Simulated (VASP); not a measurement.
# SnSe2 (P-3m1) in VASP: further runs, part 2 of 2

VASP 6.6.1.

### 4 Single point, PBE+D3(BJ) (21.49 Å³/atom)

File INCAR:

```
SYSTEM = SnSe2
ALGO = Normal ; EDIFF = 1E-6
ENCUT = 500 ; GGA = PE
GGA_COMPAT = .False. ; ISIF = 2
ISMEAR = 0 ; IVDW = 12
LASPH = .True. ; LCHARG = .True.
LELF = .True. ; LREAL = .False.
LVHAR = .True. ; LWAVE = .False.
NBANDS = 20 ; NELM = 120
PREC = Accurate ; SIGMA = 0.03
```

File KPOINTS:

```
k-points
0
Gamma
  12 12 6
  0 0 0
```

File POSCAR:

```
SnSe2
1.0
    3.7727376410      0.0000000000      0.0000000000
   -1.8863688205      3.2672866389      0.0000000000
    0.0000000000      0.0000000000      5.2301461918
Sn Se
1 2
Direct
    0.0000000000      0.0000000000      0.0000000000
    0.3333333333      0.6666666667      0.2651331237
    0.6666666667      0.3333333333      0.7348668763
```

Potentials or basis: VASP PAW PBE potentials, release 64 (Sn_d, Se).

Started as:

```
> cat potpaw_PBE.64/Sn_d/POTCAR potpaw_PBE.64/Se/POTCAR > POTCAR
> mpirun -np 1 vasp_std > vasp.out
```

OUTCAR:

```text
SYSTEM = SnSe2
   EDIFF = 1E-6
   ENCUT = 500
   GGA = PE
   ISIF = 2
   ISMEAR = 0
   IVDW = 12
   LASPH = .True.
   LREAL = .False.
   NELM = 120
   PREC = Accurate
 IVDW          = 12

 ion  position               nearest neighbor table
   1  0.000  0.000  0.000-   2 2.58   3 2.58   2 2.58   3 2.58   3 2.58   2 2.58
   2  0.333  0.667  0.265-   1 2.58   1 2.58   1 2.58
   3  0.667  0.333  0.735-   1 2.58   1 2.58   1 2.58

  LATTYP: Found a hexagonal cell.
 ALAT       =     3.7727376410
 C/A-ratio  =     1.3863000000

  Lattice vectors:

 A1 = (   3.7727376410,   0.0000000000,   0.0000000000)
 A2 = (  -1.8863688205,   3.2672866389,   0.0000000000)
 A3 = (   0.0000000000,   0.0000000000,   5.2301461918)

Analysis of symmetry for initial positions (statically):
=====================================================================
 Subroutine PRICEL returns:
 Original cell was already a primitive cell.

 Routine SETGRP: Setting up the symmetry group for a
 hexagonal supercell.

 Subroutine GETGRP returns: Found 12 space group operations
 (whereof 12 operations were pure point group operations)
 out of a pool of 24 trial point group operations.

The static configuration has the point symmetry D_3d.

Analysis of symmetry for dynamics (positions and initial velocities):
=====================================================================
 Subroutine PRICEL returns:
 Original cell was already a primitive cell.

 Routine SETGRP: Setting up the symmetry group for a
 hexagonal supercell.

 Subroutine GETGRP returns: Found 12 space group operations
 (whereof 12 operations were pure point group operations)
 out of a pool of 24 trial point group operations.

The dynamic configuration has the point symmetry D_3d.

 Subroutine INISYM returns: Found 12 space group operations
 (whereof 12 operations are pure point group operations),
 and found     1 'primitive' translations

[... 112 lines left out ...]
   EFERMI_NEDOS =   21; number of points for ismear=-14 and -15
   IALGO  =     38    algorithm
   IMIX   =      4    mixing-type and parameters
     AMIX     =   0.40;   BMIX     =  1.00
     AMIX_MAG =   1.60;   BMIX_MAG =  1.00
  volume/ion in A,a.u.               =      21.49       145.02
  Fermi-wavevector in a.u.,A,eV,Ry     =   1.209521  2.285663 19.904519  1.462941
  Thomas-Fermi vector in A             =   2.345096
   LORBIT       =      0    0 simple, 1 ext, 2 COOP (PROOUT), +10 PAW based schemes
   GGA     = PE    functional components
   LHFCALC =     F    Hartree Fock is set to
   AEXX    =    0.0000 exact exchange contribution
   IVDW    =    12    specifies the selected vdW correction
   LEPSILON=     F    determine dielectric tensor
   LRPA    =     F    only Hartree local field effects (RPA)
 non-spin polarized calculation
 Gauss-broadening in eV      SIGMA  =   0.03
  energy-cutoff  :      500.00
  volume of cell :       64.47
 maximum number of plane-waves:      1650
   NGX = 13   NGY = 13   NGZ = 19

 number of electron      25.9999991 magnetization

 Free energy of the ion-electron system (eV)
  ---------------------------------------------------
  ext. energy  EPLUGINS =         0.00000000
  ---------------------------------------------------
  free energy    TOTEN  =       -10.90379887 eV

  energy without entropy =      -10.90347273  energy(sigma->0) =      -10.90363580

 E-fermi :   7.2466     XC(G=0): -10.3859

 val. band max:        7.2462262737   @ k =   0.0000   0.4167   0.3333
 cond. band min:       7.2514495481   @ k =   0.0000   0.3333   0.3333
 fundamental gap:      0.0052232744
 Fermi energy:         7.2465654073

 k-point     1 :       0.0000    0.0000    0.0000
  band No.  band energies     occupation
      1     -15.1571      2.00000
      2     -15.1571      2.00000
      3     -15.1042      2.00000
      4     -15.0719      2.00000
      5     -15.0719      2.00000
      6      -8.7777      2.00000
[... 541 lines left out ...]
     19      14.5547      0.00000
     20      14.5798      0.00000

 [... further k-points ...]

------------------------ aborting loop because EDIFF is reached ----------------------------------------

 Edisp (eV)   -1.30803

 E8    (eV) :    -0.5724

  FORCE on cell =-STRESS in cart. coord.  units (eV):
  Direction    XX          YY          ZZ          XY          YZ          ZX
  --------------------------------------------------------------------------------------
  -------------------------------------------------------------------------------------
  Total       6.37745     6.37745     8.38035    -0.00000     0.00000     0.00000
  in kB     158.48921   158.48921   208.26433    -0.00000     0.00000     0.00000
  external pressure =      175.08 kB  Pullay stress =        0.00 kB

 VOLUME and BASIS-vectors are now :
 -----------------------------------------------------------------------------
  energy-cutoff  :      500.00
  volume of cell :       64.47
      direct lattice vectors                 reciprocal lattice vectors
     3.772737641  0.000000000  0.000000000     0.265059513  0.153032181  0.000000000
    -1.886368820  3.267286639  0.000000000     0.000000000  0.306064362  0.000000000
     0.000000000  0.000000000  5.230146192     0.000000000  0.000000000  0.191199244

 POSITION                                       TOTAL-FORCE (eV/Angst)
 -----------------------------------------------------------------------------------
      0.00000      0.00000      0.00000         0.000000      0.000000     -0.000000
     -0.00000      2.17819      1.38668         0.000000     -0.000000      2.228579
      1.88637      1.08910      3.84346        -0.000000      0.000000     -2.228579
 -----------------------------------------------------------------------------------
    total drift:                               -0.000000      0.000000      0.000000

  FREE ENERGIE OF THE ION-ELECTRON SYSTEM (eV)
  ---------------------------------------------------
  free  energy   TOTEN  =       -12.2118298192 eV

  energy  without entropy=      -12.2115036763  energy(sigma->0) =      -12.21166675
```

Run time: 2.4 min. Hardware: 1 thread of Intel Xeon 8259CL, shared host; peak memory 0.27 GiB.

Results:

```yaml
Free_energy: -12.2118 eV
Pressure: 17.5 GPa
Largest_force: 2.229 eV/Å
Band_gap_on_the_k_mesh: zero (bands 13 and 14 overlap by 0.06 eV)
Dispersion_energy_per_atom: -0.436 eV
```

Forces in eV/Å, atoms in the order of the input:
```
Sn   0.000  0.000  0.000
Se   0.000  0.000  2.229
Se   0.000  0.000 -2.229
```

Levels at points of the mesh, in eV from the Fermi level:
| k point | band 10 | band 11 | band 12 | band 13 | band 14 | band 15 | band 16 | band 17 |
| --- | --- | --- | --- | --- | --- | --- | --- | --- |
| (0.00, 0.00, 0.00) | -2.16 | -2.03 | -2.03 | 0.06 | 0.20 | 1.48 | 3.79 | 3.79 |
| (0.50, 0.00, 0.00) | -4.65 | -4.54 | -2.70 | -1.13 | 0.45 | 2.93 | 4.28 | 4.42 |
| (0.00, 0.00, 0.50) | -2.41 | -2.41 | -1.54 | -1.54 | 1.71 | 1.85 | 2.92 | 2.92 |
| (0.50, 0.00, 0.50) | -4.15 | -2.63 | -2.31 | -2.24 | 0.92 | 3.49 | 4.52 | 5.67 |

Caveat: the cell stands under pressure; semilocal functionals underestimate gaps, so a narrow gap can read as zero; spin-orbit coupling is left out, which moves the levels of the heavy elements; forces of over 1 eV/Å act on the atoms, so gaps and moduli don't describe the material at rest.

### 5 Single point, PBE+D3(BJ) (22.85 Å³/atom)

This run uses another cell than the first one, of 22.85 Å³/atom.

File INCAR:

```
  PREC = Accurate
  ENCUT = 500
  EDIFF = 1E-6
  ISMEAR = 0
  SIGMA = 0.03
  LREAL = F
  LASPH = T
  NELM = 120
  ALGO = Normal
  ISIF = 2
  LWAVE = F
  LCHARG = F
  GGA = PE
  IVDW = 12
  NBANDS = 20
  GGA_COMPAT = F
```

File KPOINTS:

```
Automatic mesh
0
Gamma
  12 12 6
```

File POSCAR:

```
SnSe2
1.0
    3.9295913991      0.0000000000      0.0000000000
   -1.9647956996      3.4031259781      0.0000000000
    0.0000000000      0.0000000000      5.1269378984
Sn Se
1 2
Direct
    0.0000000000      0.0000000000      0.0000000000
    0.3333333333      0.6666666667      0.2651331237
    0.6666666667      0.3333333333      0.7348668763
```

Started as:

```
> cat potpaw_PBE.64/Sn_d/POTCAR potpaw_PBE.64/Se/POTCAR > POTCAR
> mpirun -np 1 vasp_std > vasp.out
```

Run time: 2.9 min. Hardware: 1 thread of Intel Xeon 8259CL, shared host; peak memory 0.28 GiB.

It converged, with:

| Property | Result |
| --- | --- |
| Free energy | -12.4617 eV |
| Pressure | 9.4 GPa |
| Largest force | 1.660 eV/Å |
| Band gap on the k mesh | zero (bands 13 and 14 overlap by 0.21 eV) |
| Dispersion energy per atom | -0.410 eV |

Forces in eV/Å, atoms in the order of the input:
```
Sn   0.000  0.000  0.000
Se   0.000  0.000  1.660
Se   0.000  0.000 -1.660
```

Stress tensor (GPa, compression positive):
```
 7.54  0.00  0.00
 0.00  7.54  0.00
 0.00  0.00 13.27
```

Levels at points of the mesh, in eV from the Fermi level:
| k point | band 9 | band 10 | band 11 | band 12 | band 13 | band 14 | band 15 | band 16 | band 17 | band 18 |
| --- | --- | --- | --- | --- | --- | --- | --- | --- | --- | --- |
| (0.00, 0.00, 0.00) | -2.26 | -2.26 | -2.20 | -2.20 | -0.53 | 0.17 | 1.27 | 3.63 | 3.63 | 8.02 |
| (0.50, 0.00, 0.00) | -5.04 | -4.58 | -4.09 | -2.41 | -1.05 | 0.39 | 2.87 | 4.34 | 4.37 | 8.16 |
| (0.00, 0.00, 0.50) | -2.87 | -2.50 | -2.50 | -1.67 | -1.67 | 1.28 | 1.46 | 2.65 | 2.65 | 6.41 |
| (0.50, 0.00, 0.50) | -6.44 | -4.02 | -2.34 | -2.32 | -2.23 | 1.10 | 3.52 | 5.04 | 6.30 | 6.34 |

Caveat: the cell stands under pressure; semilocal functionals underestimate gaps, so a narrow gap can read as zero; spin-orbit coupling is left out, which moves the levels of the heavy elements; forces of over 1 eV/Å act on the atoms, so gaps and moduli don't describe the material at rest.

### 6 Overview

```csv
cell,gap on the mesh (eV),pressure (GPa),largest force (eV/Å)
"a = 3.410, b = 3.410, c = 6.402 Å, angles 90.0, 90.0, 120.0°, 3 atoms",none,17.7,0.67
"a = 3.850, b = 3.850, c = 5.023 Å, angles 90.0, 90.0, 120.0°, 3 atoms",none,17.0,2.29
"a = 3.773, b = 3.773, c = 5.230 Å, angles 90.0, 90.0, 120.0°, 3 atoms",none,17.5,2.23
"a = 3.930, b = 3.930, c = 5.127 Å, angles 90.0, 90.0, 120.0°, 3 atoms",none,9.4,1.66
```

Alike in all rows: task single point; level PBE+D3(BJ); potentials or basis VASP PAW PBE potentials, release 64 (Sn_d, Se); no spin polarisation; k mesh 12 × 12 × 6; cutoff (eV) 500; smearing gaussian 0.03 eV.

Caveats: the cell stands under pressure; semilocal functionals underestimate gaps, so a narrow gap can read as zero; spin-orbit coupling is left out, which moves the levels of the heavy elements; forces of over 1 eV/Å act on the atoms, so gaps and moduli don't describe the material at rest (at least some runs).

Total energies depend on the potentials used, so only differences within one code and one set of settings carry meaning.
